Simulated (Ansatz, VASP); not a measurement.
## One calculation of WSe2, two programs

```
Se W
1.0
     3.32900    0.00000    0.00000
    -1.66450    2.88300    0.00000
     0.00000    0.00000   32.73738
Se W
2 1
Direct
  0.33333 0.66667 0.44676
  0.33333 0.66667 0.55324
  0.66667 0.33333 0.50000
```

Alike in both runs: task single point; functional PBE; dispersion D3(BJ); k mesh 9 × 9 × 1; occupations gaussian, width 0.02 eV; no spin polarisation.

|  | VASP | Ansatz |
| --- | --- | --- |
| version | VASP 6.6.1 | Ansatz 0.2.0 |
| potentials or method | VASP PAW PBE potentials, release 64 (Se, W_sv), cutoff 520 eV | scalar-relativistic, plane waves, PAW |
| valence electrons in the cell | 26 | 46 |

|  | VASP | Ansatz | Ansatz less VASP |
| --- | --- | --- | --- |
| gap on the k mesh at the Fermi level (eV) | 1.54 | 1.54 | -0.001 |
| least direct gap on the mesh (eV) | 1.64 | 1.64 | +0.003 |
| rms of the force components (eV/Å) | 0.530 | 0.547 | +0.0172 |

VASP's potentials hold 26 valence electrons a cell and Ansatz's 46, so a difference there can come from the potentials and not from the codes.

Neither program's run includes spin-orbit coupling.
